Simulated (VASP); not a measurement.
**CdF2: elastic constants with LDA**

CdF2:

```
Cd F
1.0
     0.00000    2.69400    2.69400
     2.69400    0.00000    2.69400
     2.69400    2.69400    0.00000
Cd F
1 2
Direct
  0.00000 0.00000 0.00000
  0.75000 0.75000 0.75000
  0.25000 0.25000 0.25000
```

```json
{
 "Program": "VASP 6.6.1",
 "Task": "elastic constants",
 "Functional": "LDA",
 "Potentials or basis": "VASP PAW LDA potentials, release 64 (Cd, F)",
 "Cutoff": "600 eV",
 "k mesh": "7 × 7 × 7",
 "Occupations": "gaussian, width 0.01 eV",
 "Spin": "no spin polarisation",
 "Dipole correction": "no",
 "Ions in elastic constants": "relaxed",
 "Further INCAR settings": "ALGO = Normal; EDIFF = 1e-08; IBRION = 6; POTIM = 0.015; NSW = 1; ISIF = 3"
}
```

| Quantity | Value |
| --- | --- |
| Elastic constants C11, C12, C44 | 181, 70, 21 GPa |
| Voigt bulk modulus | 107 GPa |
| Highest phonon frequency at Γ, LO-TO splitting left out | 295 cm⁻¹ |

Phonon frequencies in cm⁻¹ (negative: imaginary):
| q point | frequencies |
| --- | --- |
| (0.000, 0.000, 0.000) | 0 0 0 216 216 216 295 295 295 |

Elastic tensor in Voigt notation (GPa, in the Cartesian axes of the cell as first typed):
```
181  70  70   0   0   0
 70 181  70   0   0   0
 70  70 181   0   0   0
  0   0   0  21   0   0
  0   0   0   0  21   0
  0   0   0   0   0  21
```

Clamped-ion elastic tensor (GPa):
```
181  70  70   0   0   0
 70 181  70   0   0   0
 70  70 181   0   0   0
  0   0   0  24   0   0
  0   0   0   0  24   0
  0   0   0   0   0  24
```

It took 5.3 min on 1 thread of Intel(R) Xeon(R) 6975P-C (Granite Rapids), with other jobs on the host, peak memory 0.27 GiB.

Caveat: the cell is under stress, which shifts elastic constants.
